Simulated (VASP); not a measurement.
Wanted: the native input for a VASP 6.6.1 run.

| Item | Value |
| --- | --- |
| Task | single point |
| Functional | r2SCAN |
| Potentials or basis | VASP PAW PBE potentials, release 64 (Cu) |
| Cutoff | 520 eV |
| k mesh | 16 × 16 × 16 |
| Occupations | methfessel-paxton, width 0.15 eV |
| Spin | no spin polarisation |
| Dipole correction | no |
| Further INCAR settings | ALGO = Normal; EDIFF = 1e-07; NBANDS = 12 |

Crystal: Cu.

```
CELL_PARAMETERS angstrom
-1.44037 1.44037 1.38279
1.44037 -1.44037 1.38279
1.44037 1.44037 -1.38279
ATOMIC_POSITIONS crystal
Cu 0.00000 0.00000 0.00000
```

One way to write it, as run:

POSCAR

```
Cu
1.0
   -1.4403739383      1.4403739383      1.3827880867
    1.4403739383     -1.4403739383      1.3827880867
    1.4403739383      1.4403739383     -1.3827880867
Cu
1
Direct
    0.0000000000      0.0000000000      0.0000000000
```

INCAR.step1

```
SYSTEM = Cu
PREC = Accurate
ENCUT = 520
ISMEAR = 1
SIGMA = 0.15
LREAL = .False.
LASPH = .True.
NELM = 80
NBANDS = 12
GGA = PE
ALGO = Normal
EDIFF = 1E-4
LWAVE = .True.
LCHARG = .False.
```

INCAR.step2

```
SYSTEM = Cu
PREC = Accurate
ENCUT = 520
EDIFF = 1E-7
ISMEAR = 1
SIGMA = 0.15
LREAL = .False.
LASPH = .True.
NELM = 80
ALGO = Normal
ISIF = 2
LWAVE = .False.
LCHARG = .False.
METAGGA = R2SCAN
LMIXTAU = .True.
NBANDS = 12
ISTART = 1
```

KPOINTS

```
regular mesh
0
Gamma
  16 16 16
  0 0 0
```

Potentials or basis: VASP PAW PBE potentials, release 64 (Cu).

The run is started by

```bash
$ cat potpaw_PBE.64/Cu/POTCAR > POTCAR
$ cp INCAR.step1 INCAR
$ mpirun -np 1 vasp_std > vasp.out
$ cp INCAR.step2 INCAR
$ mpirun -np 1 vasp_std > vasp.out
```

It gave:

```yaml
Pressure: 0.7 GPa
```

Caveat: the PAW data sets were made with another functional, which shifts forces and pressure a little.

Run time: 92 s on 1 thread of Intel(R) Xeon(R) 6975P-C (Granite Rapids) (shared host), peak memory 0.15 GiB.
